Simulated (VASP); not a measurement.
# CdSe (F-43m) in VASP: single point with PBE

Aim: the single point of CdSe with PBE.

All numbers are computed with VASP 6.6.1; they aren't measurements. Logs are shortened: lines on timing, memory, paths and dates and some standing lists are left out, and cuts for length are marked.

## Step 1: The cell of the first run

The structure is cubic, space group F-43m (No. 216). Conventional cell: a = 6.151 Å, b = 6.151 Å, c = 6.151 Å, α = 90.00°, β = 90.00°, γ = 90.00°. Cd (site symmetry -43m) has 4 Se at 2.66 Å within 3.5 Å. Within 3.5 Å of Se (site symmetry -43m) lie 4 Cd at 2.66 Å.

## Step 2: Single point, PBE (Hg replaced by Cd, lengths x 1.029, strained)

INCAR reads:

```
SYSTEM = CdSe
  ALGO = Normal
  EDIFF = 1E-6
  ENCUT = 520
  GGA = PE
  ISIF = 2
  ISMEAR = 0
  LASPH = .True.
  LCHARG = .False.
  LREAL = .False.
  LWAVE = .False.
  NBANDS = 16
  NELM = 100
  PREC = Accurate
  SIGMA = 0.02
```

KPOINTS reads:

```
k-points
0
Gamma
  10 10 10
  0 0 0
```

POSCAR reads:

```
CdSe
1.0
    0.0000000000      3.0753396206      3.0753396206
    3.0753396206      0.0000000000      3.0753396206
    3.0753396206      3.0753396206      0.0000000000
Cd Se
1 1
Direct
    0.0000000000      0.0000000000      0.0000000000
    0.7500000000      0.7500000000      0.7500000000
```

Potentials or basis: VASP PAW PBE potentials, release 64 (Cd, Se).

On the command line:

```bash
$ cat potpaw_PBE.64/Cd/POTCAR potpaw_PBE.64/Se/POTCAR > POTCAR
$ mpirun -np 1 vasp_std > vasp.out
```

OUTCAR:

```text
SYSTEM = CdSe
   EDIFF = 1E-6
   ENCUT = 520
   GGA = PE
   ISIF = 2
   ISMEAR = 0
   LASPH = .True.
   LREAL = .False.
   NELM = 100
   PREC = Accurate

 ion  position               nearest neighbor table
   1  0.000  0.000  0.000-   2 2.66   2 2.66   2 2.66   2 2.66
   2  0.750  0.750  0.750-   1 2.66   1 2.66   1 2.66   1 2.66

  LATTYP: Found a face centered cubic cell.
 ALAT       =     6.1506792412

  Lattice vectors:

 A1 = (   0.0000000000,   3.0753396206,   3.0753396206)
 A2 = (   3.0753396206,   0.0000000000,   3.0753396206)
 A3 = (   3.0753396206,   3.0753396206,   0.0000000000)

Analysis of symmetry for initial positions (statically):
=====================================================================
 Subroutine PRICEL returns:
 Original cell was already a primitive cell.

 Routine SETGRP: Setting up the symmetry group for a
 face centered cubic supercell.

 Subroutine GETGRP returns: Found 24 space group operations
 (whereof 24 operations were pure point group operations)
 out of a pool of 48 trial point group operations.

The static configuration has the point symmetry T_d .

Analysis of symmetry for dynamics (positions and initial velocities):
=====================================================================
 Subroutine PRICEL returns:
 Original cell was already a primitive cell.

 Routine SETGRP: Setting up the symmetry group for a
 face centered cubic supercell.

 Subroutine GETGRP returns: Found 24 space group operations
 (whereof 24 operations were pure point group operations)
 out of a pool of 48 trial point group operations.

The dynamic configuration has the point symmetry T_d .

 Subroutine INISYM returns: Found 24 space group operations
 (whereof 24 operations are pure point group operations),
 and found     1 'primitive' translations

----------------------------------------------------------------------------------------

                                     Primitive cell

  volume of cell :      58.1714

  direct lattice vectors                    reciprocal lattice vectors
     0.000000000  3.075339621  3.075339621    -0.162583669  0.162583669  0.162583669
     3.075339621  0.000000000  3.075339621     0.162583669 -0.162583669  0.162583669
     3.075339621  3.075339621  0.000000000     0.162583669  0.162583669 -0.162583669

  length of vectors
     4.349187000  4.349187000  4.349187000     0.281603176  0.281603176  0.281603176

  position of ions in fractional coordinates (direct lattice)
     0.000000000  0.000000000  0.000000000
     0.750000000  0.750000000  0.750000000

  ion indices of the primitive-cell ions
   primitive index   ion index
                 1           1
                 2           2

----------------------------------------------------------------------------------------

 KPOINTS: k-points

Automatic generation of k-mesh.
 Grid dimensions read from file:
 generate k-points for:   10   10   10

 Generating k-lattice:

  Cartesian coordinates                     Fractional coordinates (reciprocal lattice)
    -0.016258367  0.016258367  0.016258367     0.100000000  0.000000000  0.000000000
     0.016258367 -0.016258367  0.016258367     0.000000000  0.100000000  0.000000000
     0.016258367  0.016258367 -0.016258367     0.000000000  0.000000000  0.100000000

  Length of vectors
     0.028160318  0.028160318  0.028160318

  Shift w.r.t. Gamma in fractional coordinates (k-lattice)
     0.000000000  0.000000000  0.000000000

 Subroutine IBZKPT returns following result:
 ===========================================

 Found     47 irreducible k-points:

 Following reciprocal coordinates:
            Coordinates               Weight
  0.000000  0.000000  0.000000      1.000000
  0.100000  0.000000  0.000000      8.000000
  0.200000  0.000000  0.000000      8.000000
  0.300000  0.000000  0.000000      8.000000
  0.400000  0.000000  0.000000      8.000000
  0.500000  0.000000  0.000000      4.000000
[... 16 lines left out ...]
  0.300000  0.300000  0.000000      6.000000
  0.400000  0.300000  0.000000     24.000000
 [... further k-points ...]
   k-points           NKPTS =     47   k-points in BZ     NKDIM =     47   number of bands    NBANDS=     16
   number of dos      NEDOS =    301   number of ions     NIONS =      2
   total plane-waves  NPLWV =  32768
   dimension x,y,z NGX =    32 NGY =   32 NGZ =   32
   dimension x,y,z NGXF=    64 NGYF=   64 NGZF=   64
   ions per type =               1   1
   NGX,Y,Z   is equivalent  to a cutoff of  12.23, 12.23, 12.23 a.u.
   NGXF,Y,Z  is equivalent  to a cutoff of  24.46, 24.46, 24.46 a.u.
 SYSTEM =  CdSe
   PREC   = accura    normal or accurate (medium, high low for compatibility)
   ISTART =      0    job   : 0-new  1-cont  2-samecut
   ICHARG =      2    charge: 1-file 2-atom 10-const
   ISPIN  =      1    spin polarized calculation?
   LNONCOLLINEAR =      F non collinear calculations
   LSORBIT =      F    spin-orbit coupling
   LASPH  =      T    aspherical Exc in radial PAW
   ENCUT  =  520.0 eV  38.22 Ry    6.18 a.u.   8.09  8.09  8.09*2*pi/ulx,y,z
   NELM   =    100;   NELMIN=  2; NELMDL= -5     # of ELM steps
   EDIFF  = 0.1E-05   stopping-criterion for ELM
   LREAL  =      F    real-space projection
   EDIFFG = 0.1E-04   stopping-criterion for IOM
   NSW    =      0    number of steps for IOM
   IBRION =     -1    ionic relax: 0-MD 1-quasi-New 2-CG
   NFREE  =      0    steps in history (QN), initial steepest desc. (CG)
   ISIF   =      2    stress and relaxation
   ISYM   =      2    0-nonsym 1-usesym 2-fastsym
   POTIM  = 0.5000    time-step for ionic-motion
   TEBEG  =    0.0;   TEEND  =   0.0 temperature during run
   PSTRESS=    0.0 pullay stress
   NELECT =      18.0000    total number of electrons
   NUPDOWN=      -1.0000    fix difference up-down
   EMIN   =  10.00;   EMAX   =-10.00  energy-range for DOS
   EFERMI =   0.00;   METHOD = LEGACY
   ISMEAR =     0;   SIGMA  =   0.02  broadening in eV -4-tet -1-fermi 0-gaus
   EFERMI_NEDOS =   21; number of points for ismear=-14 and -15
   IALGO  =     38    algorithm
   IMIX   =      4    mixing-type and parameters
     AMIX     =   0.40;   BMIX     =  1.00
     AMIX_MAG =   1.60;   BMIX_MAG =  1.00
  volume/ion in A,a.u.               =      29.09       196.28
  Fermi-wavevector in a.u.,A,eV,Ry     =   1.107293  2.092481 16.682075  1.226098
  Thomas-Fermi vector in A             =   2.243805
   LORBIT       =      0    0 simple, 1 ext, 2 COOP (PROOUT), +10 PAW based schemes
   GGA     = PE    functional components
   LHFCALC =     F    Hartree Fock is set to
   AEXX    =    0.0000 exact exchange contribution
   IVDW    =     0    specifies the selected vdW correction
   LEPSILON=     F    determine dielectric tensor
   LRPA    =     F    only Hartree local field effects (RPA)
 non-spin polarized calculation
 Gauss-broadening in eV      SIGMA  =   0.02
  energy-cutoff  :      520.00
  volume of cell :       58.17
 maximum number of plane-waves:      1588
   NGX = 17   NGY = 17   NGZ = 17

 number of electron      18.0000009 magnetization

 Free energy of the ion-electron system (eV)
  ---------------------------------------------------
  ext. energy  EPLUGINS =         0.00000000
  ---------------------------------------------------
  free energy    TOTEN  =        -5.49365721 eV

  energy without entropy =       -5.49365721  energy(sigma->0) =       -5.49365721

 E-fermi :   0.8046     XC(G=0):  -8.7345

 val. band max:        0.6803734837   @ k =   0.0000   0.0000   0.0000
 cond. band min:       1.2198598710   @ k =   0.0000   0.0000   0.0000
 fundamental gap:      0.5394863873
 Fermi energy:         0.8045631512

 k-point     1 :       0.0000    0.0000    0.0000
  band No.  band energies     occupation
      1     -11.7307      2.00000
      2      -7.1459      2.00000
      3      -7.1459      2.00000
      4      -7.1459      2.00000
      5      -6.8064      2.00000
      6      -6.8064      2.00000
[... 8 lines left out ...]
     15      11.7038      0.00000
     16      11.7038      0.00000

 k-point     2 :       0.1000    0.0000    0.0000
  band No.  band energies     occupation
      1     -11.6985      2.00000
      2      -7.1356      2.00000
      3      -7.1356      2.00000
      4      -7.1168      2.00000
      5      -6.8070      2.00000
      6      -6.8070      2.00000
[... 8 lines left out ...]
     15      11.1184      0.00000
     16      11.1184      0.00000

 k-point     3 :       0.2000    0.0000    0.0000
  band No.  band energies     occupation
      1     -11.6133      2.00000
      2      -7.1103      2.00000
      3      -7.1103      2.00000
      4      -7.0218      2.00000
      5      -6.8065      2.00000
      6      -6.8065      2.00000
[... 8 lines left out ...]
     15      10.6888      0.00000
     16      11.0009      0.00000

 k-point     4 :       0.3000    0.0000    0.0000
  band No.  band energies     occupation
      1     -11.5069      2.00000
      2      -7.0832      2.00000
      3      -7.0832      2.00000
      4      -6.8524      2.00000
      5      -6.8005      2.00000
      6      -6.8005      2.00000
[... 8 lines left out ...]
     15      10.9368      0.00000
     16      10.9368      0.00000
[... 324 lines left out ...]
 k-point    22 :      -0.2000    0.2000    0.0000
  band No.  band energies     occupation
      1     -11.4711      2.00000
      2      -7.0676      2.00000
      3      -7.0541      2.00000
      4      -6.8550      2.00000
      5      -6.8192      2.00000
      6      -6.7490      2.00000
[... 8 lines left out ...]
     15      11.8374      0.00000
     16      12.9476      0.00000

 k-point    23 :       0.3000    0.3000    0.0000
  band No.  band energies     occupation
      1     -11.4345      2.00000
      2      -6.9985      2.00000
      3      -6.9985      2.00000
      4      -6.9612      2.00000
      5      -6.7717      2.00000
      6      -6.7623      2.00000
[... 8 lines left out ...]
     15      12.4246      0.00000
     16      14.3853      0.00000

 k-point    24 :       0.4000    0.3000    0.0000
  band No.  band energies     occupation
      1     -11.3671      2.00000
      2      -6.9914      2.00000
      3      -6.9691      2.00000
      4      -6.9229      2.00000
      5      -6.7662      2.00000
      6      -6.6491      2.00000
[... 8 lines left out ...]
     15      12.8107      0.00000
     16      14.1813      0.00000

 [... further k-points ...]

------------------------ aborting loop because EDIFF is reached ----------------------------------------

  FORCE on cell =-STRESS in cart. coord.  units (eV):
  Direction    XX          YY          ZZ          XY          YZ          ZX
  --------------------------------------------------------------------------------------
  -------------------------------------------------------------------------------------
  Total        0.4774436      0.4774436      0.4774436      0.0000000      0.0000000      0.0000000
  in kB       13.1499283     13.1499283     13.1499283      0.0000000      0.0000000      0.0000000
  external PRESSURE =      13.1499283 kB  Pullay stress =       0.0000000 kB

 VOLUME and BASIS-vectors are now :
 -----------------------------------------------------------------------------
  energy-cutoff  :      520.00
  volume of cell :       58.17
      direct lattice vectors                 reciprocal lattice vectors
     0.000000000  3.075339621  3.075339621    -0.162583669  0.162583669  0.162583669
     3.075339621  0.000000000  3.075339621     0.162583669 -0.162583669  0.162583669
     3.075339621  3.075339621  0.000000000     0.162583669  0.162583669 -0.162583669

 POSITION                                       TOTAL-FORCE (eV/Angst)
 -----------------------------------------------------------------------------------
      0.00000      0.00000      0.00000         0.000000      0.000000      0.000000
      4.61301      4.61301      4.61301        -0.000000     -0.000000     -0.000000
 -----------------------------------------------------------------------------------
    total drift:                                0.000001      0.000001      0.000000

  FREE ENERGIE OF THE ION-ELECTRON SYSTEM (eV)
  ---------------------------------------------------
  free  energy   TOTEN  =        -5.4936572074 eV

  energy  without entropy=       -5.4936572074  energy(sigma->0) =       -5.49365721
```

Wall time 54 s (1 thread of AMD EPYC 7R43 (Zen 3), shared host); peak memory 0.17 GiB.

What came out:

| Property | Result |
| --- | --- |
| Free energy | -5.4937 eV |
| Pressure | 1.3 GPa |
| Band gap on the k mesh | 0.54 eV, direct |

Caveat: the cell differs from its parent crystal (Hg replaced by Cd, lengths x 1.029, strained).
